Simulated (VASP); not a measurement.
Here is a VASP 6.6.1 calculation.

Contents of INCAR:

```
  PREC = Accurate
  ENCUT = 520
  EDIFF = 1E-6
  ISMEAR = 0
  SIGMA = 0.15
  LREAL = False
  LASPH = True
  NELM = 100
  ALGO = Normal
  ISIF = 2
  LWAVE = False
  LCHARG = False
  GGA = PE
  NBANDS = 16
```

File KPOINTS:

```
regular mesh
0
Gamma
  14 14 14
```

File POSCAR:

```
HgTe
1.0
    0.0000000000      3.2718525000      3.3202050000
    3.2718525000      0.0000000000      3.3202050000
    3.2718525000      3.2718525000      0.0000000000
Hg Te
1 1
Direct
    0.0000000000      0.0000000000      0.0000000000
    0.7500000000      0.7500000000      0.7500000000
```

Potentials or basis: VASP PAW PBE potentials, release 64 (Hg, Te).

Launch:

```bash
$ cat potpaw_PBE.64/Hg/POTCAR potpaw_PBE.64/Te/POTCAR > POTCAR
$ mpirun -np 1 vasp_std > vasp.out
```

(1) Predict the pressure.

(2) Predict the band gap on the k mesh.

Answers

(1) 1.3 GPa.

(2) zero (filled and empty bands touch).

Caveat: the cell differs from its parent crystal (strain +0.015 along x and y, +0.030 along z); spin-orbit coupling is left out, which moves the levels of the heavy elements.
